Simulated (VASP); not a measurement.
# CoPdO2 (R-3m) in VASP: further runs

Aim: see how the results for CoPdO2 move with the level of theory and the settings. Levels: PBE, PBEsol. Tasks: single point.

Program: VASP 6.6.1. These are calculated values, not measurements. Logs are shortened: lines on timing, memory, paths and dates and some standing lists are left out, and cuts for length are marked.

**1. The cell of the first run**

The structure is trigonal, space group R-3m (No. 166). The conventional cell has a = 2.863 Å, b = 2.863 Å, c = 17.873 Å, α = 90.00°, β = 90.00°, γ = 120.00°. Within 2.7 Å of Pd (site symmetry -3m) lie 2 O at 2.01 Å. Co (site symmetry -3m) has 6 O at 1.92 Å within 2.5 Å. Within 2.6 Å of O (site symmetry 3m) lie 3 Co at 1.92 Å and 1 Pd at 2.01 Å and 3 O at 2.55 Å.

**2. Single point, PBE, collinear spin, ferromagnetic start**

Input file INCAR:

```
SYSTEM = CoPdO2
PREC = Accurate
ENCUT = 700
EDIFF = 1E-6
ISMEAR = -1
SIGMA = 0.05
LREAL = .FALSE.
LASPH = .TRUE.
NELM = 200
ALGO = Normal
ISIF = 2
LWAVE = .FALSE.
LCHARG = .TRUE.
ISPIN = 2
MAGMOM = 0 1.5 0 0
LORBIT = 11
NUPDOWN = 1.5
LMAXMIX = 4
GGA = PE
LELF = .TRUE.
LVHAR = .TRUE.
NBANDS = 36
GGA_COMPAT = .FALSE.
```

Input file KPOINTS:

```
Automatic mesh
0
G
  9 9 9
  0 0 0
```

Input file POSCAR:

```
CoPdO2
1.0
    1.4316899074      0.8265865534      5.9577715763
   -1.4316899074      0.8265865534      5.9577715763
    0.0000000000     -1.6531731068      5.9577715763
Pd Co O
1 1 2
Direct
    0.0000000000      0.0000000000      0.0000000000
    0.5000000000      0.5000000000      0.5000000000
    0.1124760000      0.1124760000      0.1124760000
    0.8875240000      0.8875240000      0.8875240000
```

Potentials or basis: VASP PAW PBE potentials, release 64 (Pd_sv_GW, Co_sv, O).

Run with:

```sh
> cat potpaw_PBE.64/Pd_sv_GW/POTCAR potpaw_PBE.64/Co_sv/POTCAR potpaw_PBE.64/O/POTCAR > POTCAR
> mpirun -np 1 vasp_std > vasp.out
```

OUTCAR:

```text
SYSTEM = CoPdO2
   PREC = Accurate
   ENCUT = 700
   EDIFF = 1E-6
   ISMEAR = -1
   LREAL = .FALSE.
   LASPH = .TRUE.
   NELM = 200
   ISIF = 2
   ISPIN = 2
   LORBIT = 11
   NUPDOWN = 1.5
   GGA = PE

 ion  position               nearest neighbor table
   1  0.000  0.000  0.000-   3 2.01   4 2.01
   2  0.500  0.500  0.500-   3 1.92   4 1.92   3 1.92   3 1.92   4 1.92   4 1.92
   3  0.112  0.112  0.112-   2 1.92   2 1.92   2 1.92   1 2.01
   4  0.888  0.888  0.888-   2 1.92   2 1.92   2 1.92   1 2.01

  LATTYP: Found a trigonal (rhomboedric) cell.
 ALAT       =     6.1828814865
 COS(alpha) =     0.8927626487

  Lattice vectors:

 A1 = (   1.4316899074,   0.8265865534,   5.9577715763)
 A2 = (  -1.4316899074,   0.8265865534,   5.9577715763)
 A3 = (   0.0000000000,  -1.6531731068,   5.9577715763)

Analysis of symmetry for initial positions (statically):
=====================================================================
 Subroutine PRICEL returns:
 Original cell was already a primitive cell.

 Routine SETGRP: Setting up the symmetry group for a
 trigonal (rhombohedral) supercell.

 Subroutine GETGRP returns: Found 12 space group operations
 (whereof 12 operations were pure point group operations)
 out of a pool of 12 trial point group operations.

The static configuration has the point symmetry D_3d.

Analysis of symmetry for dynamics (positions and initial velocities):
=====================================================================
 Subroutine PRICEL returns:
 Original cell was already a primitive cell.

 Routine SETGRP: Setting up the symmetry group for a
 trigonal (rhombohedral) supercell.

 Subroutine GETGRP returns: Found 12 space group operations
 (whereof 12 operations were pure point group operations)
 out of a pool of 12 trial point group operations.

The dynamic configuration has the point symmetry D_3d.

Analysis of structural, dynamic, and magnetic symmetry:
=====================================================================
 Subroutine PRICEL returns:
 Original cell was already a primitive cell.

 Routine SETGRP: Setting up the symmetry group for a
 trigonal (rhombohedral) supercell.

 Subroutine GETGRP returns: Found 12 space group operations
 (whereof 12 operations were pure point group operations)
 out of a pool of 12 trial point group operations.

The overall configuration has the point symmetry D_3d.

 Subroutine INISYM returns: Found 12 space group operations
 (whereof 12 operations are pure point group operations),
 and found     1 'primitive' translations

----------------------------------------------------------------------------------------

[... 131 lines left out ...]
 NGX is ok and might be reduce to    54
   NGX = 27   NGY = 27   NGZ = 27

 number of electron      46.9999987 magnetization       1.4999999

 Free energy of the ion-electron system (eV)
  ---------------------------------------------------
  ext. energy  EPLUGINS =         0.00000000
  ---------------------------------------------------
  free energy    TOTEN  =       -23.78316053 eV

  energy without entropy =      -23.74271623  energy(sigma->0) =      -23.76293838

 E-fermi :   7.1264     XC(G=0): -12.5518

 val. band max:        8.0650315668   @ k =  -0.4444   0.3333   0.3333
 cond. band min:       7.1334071129   @ k =  -0.2222   0.4444   0.1111
 fundamental gap:     -0.9316244540
 Fermi energy:         8.0849520641

 spin component 1

 k-point     1 :       0.0000    0.0000    0.0000
  band No.  band energies     occupation
      1     -88.7332      1.00000
      2     -76.9552      1.00000
      3     -52.0390      1.00000
      4     -51.9530      1.00000
      5     -51.9530      1.00000
      6     -42.9796      1.00000
[... 901 lines left out ...]
     34      22.9484      0.00000
     35      24.4887      0.00000

 [... further k-points ...]

 spin component 2

 k-point     1 :       0.0000    0.0000    0.0000
  band No.  band energies     occupation
      1     -87.5079      1.00000
      2     -76.6684      1.00000
      3     -50.8216      1.00000
      4     -50.8216      1.00000
      5     -50.7227      1.00000
      6     -42.6372      1.00000
[... 901 lines left out ...]
     34      23.1394      0.00000
     35      24.6092      0.00000

 [... further k-points ...]

 [bands above 35 left out]

------------------------ aborting loop because EDIFF is reached ----------------------------------------

  FORCE on cell =-STRESS in cart. coord.  units (eV):
  Direction    XX          YY          ZZ          XY          YZ          ZX
  --------------------------------------------------------------------------------------
  -------------------------------------------------------------------------------------
  Total        0.9408370      0.9408370      2.1822015      0.0000000      0.0000000      0.0000000
  in kB       35.6330142     35.6330142     82.6481321      0.0000000      0.0000000      0.0000000
  external PRESSURE =      51.3047201 kB  Pullay stress =       0.0000000 kB

 VOLUME and BASIS-vectors are now :
 -----------------------------------------------------------------------------
  energy-cutoff  :      700.00
  volume of cell :       42.30
      direct lattice vectors                 reciprocal lattice vectors
     1.431689907  0.826586553  5.957771576     0.349237637  0.201632444  0.055949331
    -1.431689907  0.826586553  5.957771576    -0.349237637  0.201632444  0.055949331
     0.000000000 -1.653173107  5.957771576     0.000000000 -0.403264887  0.055949331

 POSITION                                       TOTAL-FORCE (eV/Angst)
 -----------------------------------------------------------------------------------
      0.00000      0.00000      0.00000         0.000000      0.000000     -0.000000
      0.00000      0.00000      8.93666         0.000000      0.000000     -0.000000
      0.00000      0.00000      2.01032         0.000000     -0.000000     -0.061595
      0.00000      0.00000     15.86300         0.000000      0.000000      0.061595
 -----------------------------------------------------------------------------------
    total drift:                                0.000000      0.000000     -0.000000

  FREE ENERGIE OF THE ION-ELECTRON SYSTEM (eV)
  ---------------------------------------------------
  free  energy   TOTEN  =       -23.7831605277 eV

  energy  without entropy=      -23.7427162309  energy(sigma->0) =      -23.76293838

 total charge

# of ion       s       p       d       f       tot
--------------------------------------------------
    1        2.148   6.074   7.394   0.019  15.635
    2        2.202   6.135   6.648   0.000  14.985
    3        1.567   3.429   0.000   0.000   4.996
    4        1.567   3.429   0.000   0.000   4.996
--------------------------------------------------
tot          7.483  19.067  14.042   0.019  40.611

 magnetization (x)

# of ion       s       p       d       f       tot
--------------------------------------------------
    1        0.005   0.003   0.332   0.000   0.341
    2        0.004   0.008   0.984   0.000   0.996
    3        0.014   0.037   0.000   0.000   0.051
    4        0.014   0.037   0.000   0.000   0.051
--------------------------------------------------
tot          0.038   0.085   1.316   0.000   1.439
```

Wall time 32 min (1 thread of Intel Xeon Platinum 8488C (Sapphire Rapids), shared host); peak memory 0.77 GiB.

What came out:

* Free energy: -23.7832 eV
* Pressure: 5.1 GPa
* Largest force: 0.062 eV/Å
* Net moment: 1.50 μB per cell
* Site moments: Pd +0.34; Co +1.00; O +0.05 μB
* Valence electrons inside the program's atomic spheres: Pd 15.63; Co 14.98; O 5.00

Forces on the atoms (eV/Å):
```
Pd   0.000  0.000  0.000
Co   0.000  0.000  0.000
O    0.000  0.000 -0.062
O    0.000  0.000  0.062
```

Caveat: the cell stands under pressure; the total moment is fixed, so each spin has its own Fermi level and the state may be an excited one; a cell with one magnetic atom can't hold antiferromagnetic order, which such compounds often take.

**3. Single point, PBE, collinear spin, ferromagnetic start**

Input file INCAR:

```
SYSTEM = CoPdO2
  PREC = Accurate
  ENCUT = 700
  EDIFF = 1E-6
  ISMEAR = -1
  SIGMA = 0.05
  LREAL = .False.
  LASPH = .True.
  NELM = 200
  ALGO = Normal
  ISIF = 2
  LWAVE = .False.
  LCHARG = .False.
  ISPIN = 2
  MAGMOM = 0 0.5 0 0
  LORBIT = 11
  NUPDOWN = 0.5
  LMAXMIX = 4
  GGA = PE
  NBANDS = 36
  GGA_COMPAT = .False.
```

Input file KPOINTS:

```
Automatic mesh
0
Gamma
  9 9 9
  0 0 0
```

POSCAR is that of step 2.

Potentials or basis: VASP PAW PBE potentials, release 64 (Pd_sv_GW, Co_sv, O).

Run with:

```sh
> cat potpaw_PBE.64/Pd_sv_GW/POTCAR potpaw_PBE.64/Co_sv/POTCAR potpaw_PBE.64/O/POTCAR > POTCAR
> mpirun -np 1 vasp_std > vasp.out
```

Run time: 41 min. Hardware: 1 thread of Intel Xeon Platinum 8488C (Sapphire Rapids), shared host; peak memory 0.76 GiB.

It converged, with:

| Item | Value |
| --- | --- |
| Free energy | -24.1824 eV |
| Pressure | 0.2 GPa |
| Largest force | 0.251 eV/Å |
| Net moment | 0.50 μB per cell |
| Site moments | Pd +0.23; Co +0.23; O +0.01 μB |
| Valence electrons inside the program's atomic spheres | Pd 15.63; Co 15.00; O 4.99 |

Forces on the atoms (eV/Å):
```
Pd   0.000  0.000  0.000
Co   0.000  0.000  0.000
O    0.000  0.000  0.251
O    0.000  0.000 -0.251
```

Stress tensor (GPa, compression positive):
```
-0.85  0.00  0.00
 0.00 -0.85  0.00
 0.00  0.00  2.19
```

Caveat: the total moment is fixed, so each spin has its own Fermi level and the state may be an excited one; a cell with one magnetic atom can't hold antiferromagnetic order, which such compounds often take.

**4. Single point, PBE, collinear spin, ferromagnetic start**

Input file INCAR:

```
ALGO     = Normal         # electronic algorithm
EDIFF    = 1E-6           # SCF threshold, eV
ENCUT    = 700            # plane-wave cutoff, eV
GGA      = PE             # functional
GGA_COMPAT= False        
ISIF     = 2              # what is computed and relaxed
ISMEAR   = -1             # smearing method
ISPIN    = 2              # spin polarisation
LASPH    = True           # aspherical terms in the spheres
LCHARG   = False          # write CHGCAR
LMAXMIX  = 4              # l up to which the mixer works
LORBIT   = 11             # projections on sites
LREAL    = False          # projectors in reciprocal space
LWAVE    = False          # write WAVECAR
MAGMOM   = 0 4 0 0        # initial moments
NBANDS   = 36             # bands
NELM     = 200            # most SCF steps
NUPDOWN  = 4.0            # fixed moment
PREC     = Accurate       # precision mode
SIGMA    = 0.05           # smearing width, eV
```

Input file KPOINTS:

```
k-points
0
Gamma
  9 9 9
```

POSCAR is that of step 3.

Run with:

```sh
> cat potpaw_PBE.64/Pd_sv_GW/POTCAR potpaw_PBE.64/Co_sv/POTCAR potpaw_PBE.64/O/POTCAR > POTCAR
> mpirun -np 1 vasp_std > vasp.out
```

Wall time 28 min (1 thread of Intel Xeon Platinum 8488C (Sapphire Rapids), shared host); peak memory 0.75 GiB.

The run converged. Its results:

```
Free energy                                           : -22.6750 eV
Pressure                                              : 19.3 GPa
Largest force                                         : 2.252 eV/Å
Net moment                                            : 4.00 μB per cell
Site moments                                          : Pd +0.43; Co +2.70; O +0.33 μB
Valence electrons inside the program's atomic spheres : Pd 15.62; Co 14.88; O 5.04
```

Forces on the atoms (eV/Å):
```
Pd   0.000  0.000  0.000
Co   0.000  0.000  0.000
O    0.000  0.000 -2.252
O    0.000  0.000  2.252
```

Stress tensor (GPa, compression positive):
```
18.70  0.00  0.00
 0.00 18.70  0.00
 0.00  0.00 20.49
```

Caveat: the cell stands under pressure; the total moment is fixed, so each spin has its own Fermi level and the state may be an excited one; a cell with one magnetic atom can't hold antiferromagnetic order, which such compounds often take; forces of over 1 eV/Å act on the atoms, so gaps and moduli don't describe the material at rest.

(Part 1 of 2 ends here.)
